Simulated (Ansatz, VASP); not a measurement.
**TePt3: VASP beside Ansatz**

```
Te Pt
1.0
     2.75080   -2.82711    0.00000
     2.75080    2.82711    0.00000
     0.00000    0.00000    9.34002
Te Pt
2 6
Cartesian
  2.7508 0.0000 2.5109
  2.7508 0.0000 6.8291
  0.0000 0.0000 7.3361
  0.0000 0.0000 2.0039
  1.3754 1.4136 0.0000
  2.7508 1.5040 4.6700
  1.3754 -1.4136 0.0000
  2.7508 -1.5040 4.6700
```

Change from the starting cell: the structure that the rattled Cu3Au (L1_2) type (Pm-3m, No. 221) fell into.

Alike in both runs: task relaxation of cell and atoms; functional PBE; k mesh 10 × 10 × 4; occupations gaussian, width 0.1 eV; no spin polarisation.

|  | VASP | Ansatz |
| --- | --- | --- |
| version | VASP 6.6.1 | Ansatz 0.2.0 |
| potentials or method | VASP PAW PBE potentials, release 64 (Te, Pt), cutoff 600 eV | scalar-relativistic, plane waves, PAW |
| valence electrons in the cell | 72 | 140 |

VASP gave:

* gap on the k mesh at the Fermi level, each at its own relaxed structure (eV): none
* relaxed volume (Å³/atom): 18.12
* relaxed cell length with the largest relative difference (Å): 9.333

Task: Estimate Ansatz's values.

Result: gap on the k mesh at the Fermi level, each at its own relaxed structure (eV): none; relaxed volume (Å³/atom): 18.16; relaxed cell length with the largest relative difference (Å): 9.342.

A gap of «none» marks a metal or a gap that the smearing closes. VASP's potentials hold 72 valence electrons a cell and Ansatz's 140, so a difference there can come from the potentials and not from the codes.

Spin-orbit coupling is off throughout.
